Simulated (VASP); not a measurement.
# BeTe (F-43m) in VASP: further runs

Runs on BeTe. Level: LDA. Tasks: relaxation of cell and atoms, single point.

All numbers are computed with VASP 6.6.1; they aren't measurements. Logs are shortened: lines on timing, memory, paths and dates and some standing lists are left out, and cuts for length are marked.

## (1) The cell of the first run

The structure is cubic, space group F-43m (No. 216). The conventional cell has a = 5.555 Å, b = 5.555 Å, c = 5.555 Å, α = 90.00°, β = 90.00°, γ = 90.00°. Within 3.2 Å of Be (site symmetry -43m) lie 4 Te at 2.41 Å. Within 3.2 Å of Te (site symmetry -43m) lie 4 Be at 2.41 Å.

## (2) Relaxation of cell and atoms, LDA, target pressure 1 GPa, at which the enthalpy is minimised

File INCAR:

```
SYSTEM = BeTe
ALGO = Normal ; EDIFF = 1E-6
EDIFFG = -0.001 ; ENCUT = 600
GGA = CA ; IBRION = 2
ISIF = 3 ; ISMEAR = 0
LASPH = .True. ; LCHARG = .False.
LREAL = .False. ; LWAVE = .False.
NELM = 100 ; NSW = 80
PREC = Accurate ; PSTRESS = 10.0
SIGMA = 0.01
```

File KPOINTS:

```
k-points
0
Gamma
  8 8 8
  0 0 0
```

File POSCAR:

```
BeTe
1.0
    0.0000000000      2.7773063427      2.7773063427
    2.7773063427      0.0000000000      2.7773063427
    2.7773063427      2.7773063427      0.0000000000
Be Te
1 1
Direct
    0.0000000000      0.0000000000      0.0000000000
    0.7500000000      0.7500000000      0.7500000000
```

Potentials or basis: VASP PAW LDA potentials, release 64 (Be, Te).

Started as:

```bash
$ cat potpaw_LDA.64/Be/POTCAR potpaw_LDA.64/Te/POTCAR > POTCAR
$ mpirun -np 1 vasp_std > vasp.out
```

OUTCAR:

```text
SYSTEM = BeTe
   EDIFF = 1E-6
   EDIFFG = -0.001
   ENCUT = 600
   GGA = CA
   IBRION = 2
   ISIF = 3
   ISMEAR = 0
   LASPH = .True.
   LREAL = .False.
   NELM = 100
   NSW = 80
   PREC = Accurate
   PSTRESS = 10.0

 ion  position               nearest neighbor table
   1  0.000  0.000  0.000-   2 2.41   2 2.41   2 2.41   2 2.41
   2  0.750  0.750  0.750-   1 2.41   1 2.41   1 2.41   1 2.41

  LATTYP: Found a face centered cubic cell.
 ALAT       =     5.5546126854

  Lattice vectors:

 A1 = (   0.0000000000,   2.7773063427,   2.7773063427)
 A2 = (   2.7773063427,   0.0000000000,   2.7773063427)
 A3 = (   2.7773063427,   2.7773063427,   0.0000000000)

Analysis of symmetry for initial positions (statically):
=====================================================================
 Subroutine PRICEL returns:
 Original cell was already a primitive cell.

 Routine SETGRP: Setting up the symmetry group for a
 face centered cubic supercell.

 Subroutine GETGRP returns: Found 24 space group operations
 (whereof 24 operations were pure point group operations)
 out of a pool of 48 trial point group operations.

The static configuration has the point symmetry T_d .

Analysis of symmetry for dynamics (positions and initial velocities):
=====================================================================
 Subroutine PRICEL returns:
 Original cell was already a primitive cell.

 Routine SETGRP: Setting up the symmetry group for a
 face centered cubic supercell.

 Subroutine GETGRP returns: Found 24 space group operations
 (whereof 24 operations were pure point group operations)
 out of a pool of 48 trial point group operations.

The dynamic configuration has the point symmetry T_d .

 Subroutine INISYM returns: Found 24 space group operations
 (whereof 24 operations are pure point group operations),
 and found     1 'primitive' translations

----------------------------------------------------------------------------------------

                                     Primitive cell

  volume of cell :      42.8451

  direct lattice vectors                    reciprocal lattice vectors
     0.000000000  2.777306343  2.777306343    -0.180030554  0.180030554  0.180030554
     2.777306343  0.000000000  2.777306343     0.180030554 -0.180030554  0.180030554
     2.777306343  2.777306343  0.000000000     0.180030554  0.180030554 -0.180030554

  length of vectors
     3.927704297  3.927704297  3.927704297     0.311822067  0.311822067  0.311822067

  position of ions in fractional coordinates (direct lattice)
     0.000000000  0.000000000  0.000000000
     0.750000000  0.750000000  0.750000000

  ion indices of the primitive-cell ions
   primitive index   ion index
                 1           1
                 2           2

----------------------------------------------------------------------------------------

 KPOINTS: k-points

Automatic generation of k-mesh.
 Grid dimensions read from file:
 generate k-points for:    8    8    8

 Generating k-lattice:

  Cartesian coordinates                     Fractional coordinates (reciprocal lattice)
    -0.022503819  0.022503819  0.022503819     0.125000000  0.000000000  0.000000000
     0.022503819 -0.022503819  0.022503819     0.000000000  0.125000000  0.000000000
     0.022503819  0.022503819 -0.022503819     0.000000000  0.000000000  0.125000000

  Length of vectors
     0.038977758  0.038977758  0.038977758

  Shift w.r.t. Gamma in fractional coordinates (k-lattice)
     0.000000000  0.000000000  0.000000000

 Subroutine IBZKPT returns following result:
 ===========================================

 Found     29 irreducible k-points:

 Following reciprocal coordinates:
            Coordinates               Weight
  0.000000  0.000000  0.000000      1.000000
  0.125000  0.000000  0.000000      8.000000
  0.250000  0.000000  0.000000      8.000000
  0.375000  0.000000  0.000000      8.000000
  0.500000  0.000000  0.000000      4.000000
  0.125000  0.125000  0.000000      6.000000
[... 16 lines left out ...]
  0.500000  0.250000  0.125000     48.000000
 -0.375000  0.250000  0.125000     24.000000
 [... further k-points ...]
   k-points           NKPTS =     29   k-points in BZ     NKDIM =     29   number of bands    NBANDS=      8
   number of dos      NEDOS =    301   number of ions     NIONS =      2
   total plane-waves  NPLWV =  32768
   dimension x,y,z NGX =    32 NGY =   32 NGZ =   32
   dimension x,y,z NGXF=    64 NGYF=   64 NGZF=   64
   ions per type =               1   1
   NGX,Y,Z   is equivalent  to a cutoff of  13.54, 13.54, 13.54 a.u.
   NGXF,Y,Z  is equivalent  to a cutoff of  27.09, 27.09, 27.09 a.u.
 SYSTEM =  BeTe
   PREC   = accura    normal or accurate (medium, high low for compatibility)
   ISTART =      0    job   : 0-new  1-cont  2-samecut
   ICHARG =      2    charge: 1-file 2-atom 10-const
   ISPIN  =      1    spin polarized calculation?
   LNONCOLLINEAR =      F non collinear calculations
   LSORBIT =      F    spin-orbit coupling
   LASPH  =      T    aspherical Exc in radial PAW
   ENCUT  =  600.0 eV  44.10 Ry    6.64 a.u.   7.84  7.84  7.84*2*pi/ulx,y,z
   NELM   =    100;   NELMIN=  2; NELMDL= -5     # of ELM steps
   EDIFF  = 0.1E-05   stopping-criterion for ELM
   LREAL  =      F    real-space projection
   EDIFFG = -.1E-02   stopping-criterion for IOM
   NSW    =     80    number of steps for IOM
   IBRION =      2    ionic relax: 0-MD 1-quasi-New 2-CG
   NFREE  =      1    steps in history (QN), initial steepest desc. (CG)
   ISIF   =      3    stress and relaxation
   ISYM   =      2    0-nonsym 1-usesym 2-fastsym
   POTIM  = 0.5000    time-step for ionic-motion
   TEBEG  =    0.0;   TEEND  =   0.0 temperature during run
   PSTRESS=   10.0 pullay stress
   NELECT =       8.0000    total number of electrons
   NUPDOWN=      -1.0000    fix difference up-down
   EMIN   =  10.00;   EMAX   =-10.00  energy-range for DOS
   EFERMI =   0.00;   METHOD = LEGACY
   ISMEAR =     0;   SIGMA  =   0.01  broadening in eV -4-tet -1-fermi 0-gaus
   EFERMI_NEDOS =   21; number of points for ismear=-14 and -15
   IALGO  =     38    algorithm
   IMIX   =      4    mixing-type and parameters
     AMIX     =   0.40;   BMIX     =  1.00
     AMIX_MAG =   1.60;   BMIX_MAG =  1.00
  volume/ion in A,a.u.               =      21.42       144.57
  Fermi-wavevector in a.u.,A,eV,Ry     =   0.935702  1.768221 11.912429  0.875539
  Thomas-Fermi vector in A             =   2.062637
   LORBIT       =      0    0 simple, 1 ext, 2 COOP (PROOUT), +10 PAW based schemes
   GGA     = CA    functional components
   LHFCALC =     F    Hartree Fock is set to
   AEXX    =    0.0000 exact exchange contribution
   IVDW    =     0    specifies the selected vdW correction
   LEPSILON=     F    determine dielectric tensor
   LRPA    =     F    only Hartree local field effects (RPA)
 conjugate gradient relaxation of ions
 non-spin polarized calculation
 Gauss-broadening in eV      SIGMA  =   0.01
  energy-cutoff  :      600.00
  volume of cell :       42.85
 maximum number of plane-waves:      1459
   NGX = 15   NGY = 15   NGZ = 15

--------------------------------------- Ionic step        1  -------------------------------------------

 number of electron       8.0000000 magnetization

 Free energy of the ion-electron system (eV)
  ---------------------------------------------------
  ext. energy  EPLUGINS =         0.00000000
  ---------------------------------------------------
  free energy    TOTEN  =        -8.72655382 eV

  energy without entropy =       -8.72655382  energy(sigma->0) =       -8.72655382

------------------------ aborting loop because EDIFF is reached ----------------------------------------

  FORCE on cell =-STRESS in cart. coord.  units (eV):
  Direction    XX          YY          ZZ          XY          YZ          ZX
  --------------------------------------------------------------------------------------
  -------------------------------------------------------------------------------------
  Total        0.0728967      0.0728967      0.0728967      0.0000000     -0.0000000      0.0000000
  in kB        2.7259456      2.7259456      2.7259456      0.0000000     -0.0000000      0.0000000
  external PRESSURE =      -7.2740544 kB  Pullay stress =      10.0000000 kB

 VOLUME and BASIS-vectors are now :
 -----------------------------------------------------------------------------
  energy-cutoff  :      600.00
  volume of cell :       42.85
      direct lattice vectors                 reciprocal lattice vectors
     0.000000000  2.777306343  2.777306343    -0.180030554  0.180030554  0.180030554
     2.777306343  0.000000000  2.777306343     0.180030554 -0.180030554  0.180030554
     2.777306343  2.777306343  0.000000000     0.180030554  0.180030554 -0.180030554
[... 46 lines left out ...]
  FREE ENERGIE OF THE ION-ELECTRON SYSTEM (eV)
  ---------------------------------------------------
  free  energy   TOTEN  =        -8.7238021729 eV

  energy  without entropy=       -8.7238021729  energy(sigma->0) =       -8.72380217

  enthalpy is  TOTEN    =        -8.4601307231 eV   P V=        0.2636714497

--------------------------------------- Ionic step        3  -------------------------------------------

 number of electron       8.0000000 magnetization

 Free energy of the ion-electron system (eV)
  ---------------------------------------------------
  ext. energy  EPLUGINS =         0.00000000
  ---------------------------------------------------
  free energy    TOTEN  =        -8.72468633 eV

  energy without entropy =       -8.72468633  energy(sigma->0) =       -8.72468633

 E-fermi :   5.6061     XC(G=0):  -9.4745

 val. band max:        5.5490374323   @ k =   0.0000   0.0000   0.0000
 cond. band min:       7.2915480094   @ k =   0.5000   0.5000   0.0000
 fundamental gap:      1.7425105771
 Fermi energy:         5.6060646620

 k-point     1 :       0.0000    0.0000    0.0000
  band No.  band energies     occupation
      1      -7.1252      2.00000
      2       5.5490      2.00000
      3       5.5490      2.00000
      4       5.5490      2.00000
      5       9.0879      0.00000
      6       9.0879      0.00000
      7       9.0879      0.00000
      8       9.6642      0.00000

 k-point     2 :       0.1250    0.0000    0.0000
  band No.  band energies     occupation
      1      -6.9670      2.00000
      2       4.1612      2.00000
      3       5.2901      2.00000
      4       5.2901      2.00000
      5       9.1197      0.00000
      6       9.4563      0.00000
      7       9.4563      0.00000
      8      10.9122      0.00000
[... 221 lines left out ...]
 k-point    23 :       0.5000    0.2500    0.1250
  band No.  band energies     occupation
      1      -5.6564      2.00000
      2       0.6701      2.00000
      3       2.5722      2.00000
      4       3.7281      2.00000
      5       9.5251      0.00000
      6      10.2516      0.00000
      7      11.5022      0.00000
      8      12.5524      0.00000

 k-point    24 :      -0.3750    0.2500    0.1250
  band No.  band energies     occupation
      1      -5.3963      2.00000
      2       0.1298      2.00000
      3       2.4676      2.00000
      4       3.4844      2.00000
      5       9.6628      0.00000
      6       9.9668      0.00000
      7      12.3313      0.00000
      8      13.3912      0.00000

 [... further k-points ...]
[... 5 lines left out ...]
  --------------------------------------------------------------------------------------
  -------------------------------------------------------------------------------------
  Total        0.2660899      0.2660899      0.2660899      0.0000000      0.0000000      0.0000000
  in kB       10.0612456     10.0612456     10.0612456      0.0000000      0.0000000      0.0000000
  external PRESSURE =       0.0612456 kB  Pullay stress =      10.0000000 kB

 VOLUME and BASIS-vectors are now :
 -----------------------------------------------------------------------------
  energy-cutoff  :      600.00
  volume of cell :       42.37
      direct lattice vectors                 reciprocal lattice vectors
     0.000000000  2.767063288  2.767063288    -0.180696987  0.180696987  0.180696987
     2.767063288 -0.000000000  2.767063288     0.180696987 -0.180696987  0.180696987
     2.767063288  2.767063288  0.000000000     0.180696987  0.180696987 -0.180696987

 POSITION                                       TOTAL-FORCE (eV/Angst)
 -----------------------------------------------------------------------------------
      0.00000      0.00000      0.00000         0.000000      0.000000      0.000000
      4.15059      4.15059      4.15059        -0.000000     -0.000000     -0.000000
 -----------------------------------------------------------------------------------
    total drift:                               -0.000000     -0.000000     -0.000000

  FREE ENERGIE OF THE ION-ELECTRON SYSTEM (eV)
  ---------------------------------------------------
  free  energy   TOTEN  =        -8.7246863273 eV

  energy  without entropy=       -8.7246863273  energy(sigma->0) =       -8.72468633

  enthalpy is  TOTEN    =        -8.4602161598 eV   P V=        0.2644701675

 reached required accuracy - stopping structural energy minimisation
```

Run time: 19 s. Hardware: 1 thread of AMD EPYC 9R45 (Zen 5), shared host; peak memory 0.13 GiB.

What came out:

* Free energy: -8.7247 eV
* Relaxed volume: 21.19 Å³/atom
* Relaxed cell: a = 3.913 Å, b = 3.913 Å, c = 3.913 Å, α = 60.00°, β = 60.00°, γ = 60.00°
* Space group after relaxing (to 0.05 Å): F-43m (No. 216)
* Energy change on relaxing (the enthalpy is what falls): +0.9 meV/atom
* Ionic steps: 3
* Pressure after relaxing: 1.0 GPa
* Band gap on the k mesh: 1.74 eV, indirect (least direct gap 3.54 eV)

Step by step:
```tsv
step	energy change (eV)	largest force (eV/Å)	pressure (GPa)	volume (Å³)
1	0.0000	0.0000	0.27	42.85
2	0.0028	0.0000	1.20	42.24
3	0.0019	0.0000	1.01	42.37
```

Final structure:
```xyz
2
Lattice="0.0000 2.7671 2.7671 2.7671 0.0000 2.7671 2.7671 2.7671 0.0000" Properties=species:S:1:pos:R:3 pbc="T T T"
Be    0.0000    0.0000    0.0000
Te    4.1506    4.1506    4.1506
```

Caveat: the cell is relaxed towards a set pressure, so the enthalpy falls and the energy may rise; spin-orbit coupling is left out, which moves the levels of the heavy elements. Zero-point motion and thermal expansion aren't in these numbers.

## (3) Relaxation of cell and atoms, LDA, target pressure 6 GPa, at which the enthalpy is minimised

File INCAR:

```
SYSTEM = BeTe
PREC = Accurate
ENCUT = 600
EDIFF = 1E-7
ISMEAR = 0
SIGMA = 0.01
LREAL = .FALSE.
LASPH = .TRUE.
NELM = 60
ALGO = Normal
ISIF = 3
LWAVE = .FALSE.
LCHARG = .FALSE.
IBRION = 2
NSW = 80
EDIFFG = -0.001
PSTRESS = 60.0
```

File KPOINTS:

```
Automatic mesh
0
G
  8 8 8
  0 0 0
```

POSCAR is that of step 2.

Potentials or basis: VASP PAW LDA potentials, release 64 (Be, Te).

Started as:

```bash
$ cat potpaw_LDA.64/Be/POTCAR potpaw_LDA.64/Te/POTCAR > POTCAR
$ mpirun -np 1 vasp_std > vasp.out
```

OUTCAR:

```text
SYSTEM = BeTe
   PREC = Accurate
   ENCUT = 600
   EDIFF = 1E-7
   ISMEAR = 0
   LREAL = .FALSE.
   LASPH = .TRUE.
   NELM = 60
   ISIF = 3
   IBRION = 2
   NSW = 80
   EDIFFG = -0.001
   PSTRESS = 60.0

 ion  position               nearest neighbor table
   1  0.000  0.000  0.000-   2 2.41   2 2.41   2 2.41   2 2.41
   2  0.750  0.750  0.750-   1 2.41   1 2.41   1 2.41   1 2.41

  LATTYP: Found a face centered cubic cell.
 ALAT       =     5.5546126854

  Lattice vectors:

 A1 = (   0.0000000000,   2.7773063427,   2.7773063427)
 A2 = (   2.7773063427,   0.0000000000,   2.7773063427)
 A3 = (   2.7773063427,   2.7773063427,   0.0000000000)

Analysis of symmetry for initial positions (statically):
=====================================================================
 Subroutine PRICEL returns:
 Original cell was already a primitive cell.

 Routine SETGRP: Setting up the symmetry group for a
 face centered cubic supercell.

[... 250 lines left out ...]

  energy without entropy =       -8.66865550  energy(sigma->0) =       -8.66865550

 E-fermi :   6.4298     XC(G=0):  -9.7313

 val. band max:        6.3460029410   @ k =   0.0000   0.0000   0.0000
 cond. band min:       7.9171472369   @ k =   0.5000   0.5000   0.0000
 fundamental gap:      1.5711442959
 Fermi energy:         6.4297994299

 k-point     1 :       0.0000    0.0000    0.0000
  band No.  band energies     occupation
      1      -6.8032      2.00000
      2       6.3460      2.00000
      3       6.3460      2.00000
      4       6.3460      2.00000
      5       9.8161      0.00000
      6       9.8161      0.00000
      7       9.8161      0.00000
      8      10.9692      0.00000
[... 243 lines left out ...]
 k-point    24 :      -0.3750    0.2500    0.1250
  band No.  band energies     occupation
      1      -4.8621      2.00000
      2       0.5109      2.00000
      3       3.0168      2.00000
      4       4.0701      2.00000
      5      10.3993      0.00000
      6      10.8577      0.00000
      7      13.3327      0.00000
      8      14.3950      0.00000

 [... further k-points ...]
[... 5 lines left out ...]
  --------------------------------------------------------------------------------------
  -------------------------------------------------------------------------------------
  Total        1.4873958      1.4873958      1.4873958     -0.0000000     -0.0000000     -0.0000000
  in kB       60.0111343     60.0111343     60.0111343     -0.0000000     -0.0000000     -0.0000000
  external PRESSURE =       0.0111343 kB  Pullay stress =      60.0000000 kB
[... 21 lines left out ...]
  energy  without entropy=       -8.6686554984  energy(sigma->0) =       -8.66865550

  enthalpy is  TOTEN    =        -7.1815356692 eV   P V=        1.4871198292

 reached required accuracy - stopping structural energy minimisation
```

CONTCAR:

```text
BeTe
   1.00000000000000
    -0.0000000000000000    2.7078530996743417    2.7078530996743417
     2.7078530996743417    0.0000000000000000    2.7078530996743417
     2.7078530996743417    2.7078530996743417   -0.0000000000000000
  Be              Te
     1     1
Direct
     0.0000000000000000    0.0000000000000000    0.0000000000000000
     0.7500000000000000    0.7500000000000000    0.7500000000000000

  0.00000000E+00  0.00000000E+00  0.00000000E+00
  0.00000000E+00  0.00000000E+00  0.00000000E+00
```

Run time: 24 s. Hardware: 1 thread of AMD EPYC 9R45 (Zen 5), shared host; peak memory 0.13 GiB.

Results:

```
Free energy                                            : -8.6687 eV
Relaxed volume                                         : 19.86 Å³/atom
Relaxed cell                                           : a = 3.829 Å, b = 3.829 Å, c = 3.829 Å, α = 60.00°, β = 60.00°, γ = 60.00°
Space group after relaxing (to 0.05 Å)                 : F-43m (No. 216)
Energy change on relaxing (the enthalpy is what falls) : +28.9 meV/atom
Ionic steps                                            : 3
Pressure after relaxing                                : 6.0 GPa
Band gap on the k mesh                                 : 1.57 eV, indirect (least direct gap 3.47 eV)
```

The path:
| step | energy change (eV) | largest force (eV/Å) | pressure (GPa) | volume (Å³) |
| --- | --- | --- | --- | --- |
| 1 | 0.0000 | 0.0000 | 0.27 | 42.85 |
| 2 | 0.1268 | 0.0000 | 9.43 | 38.27 |
| 3 | 0.0579 | 0.0000 | 6.00 | 39.71 |

Final structure:
```cif
data_structure
_symmetry_space_group_name_H-M 'P 1'
_symmetry_Int_Tables_number 1
_cell_length_a 3.8295
_cell_length_b 3.8295
_cell_length_c 3.8295
_cell_angle_alpha 60.000
_cell_angle_beta 60.000
_cell_angle_gamma 60.000
_cell_volume 39.71
loop_
_atom_site_label
_atom_site_type_symbol
_atom_site_fract_x
_atom_site_fract_y
_atom_site_fract_z
_atom_site_occupancy
Be1 Be 0.00000 0.00000 0.00000 1
Te1 Te 0.75000 0.75000 0.75000 1
```

Levels at points of the mesh, in eV from the valence-band top:
| k point | band 2 | band 3 | band 4 | band 5 | band 6 | band 7 |
| --- | --- | --- | --- | --- | --- | --- |
| (0.00, 0.00, 0.00) | 0.00 | 0.00 | 0.00 | 3.47 | 3.47 | 3.47 |
| (0.50, 0.00, 0.00) | -6.33 | -1.34 | -1.34 | 3.39 | 4.49 | 4.49 |
| (0.50, 0.50, 0.00) | -5.74 | -3.11 | -3.11 | 1.57 | 2.47 | 10.34 |

Caveat: the cell is relaxed towards a set pressure, so the enthalpy falls and the energy may rise; spin-orbit coupling is left out, which moves the levels of the heavy elements. A k mesh can miss the band edges.

(Continued in part 2 of 2.)
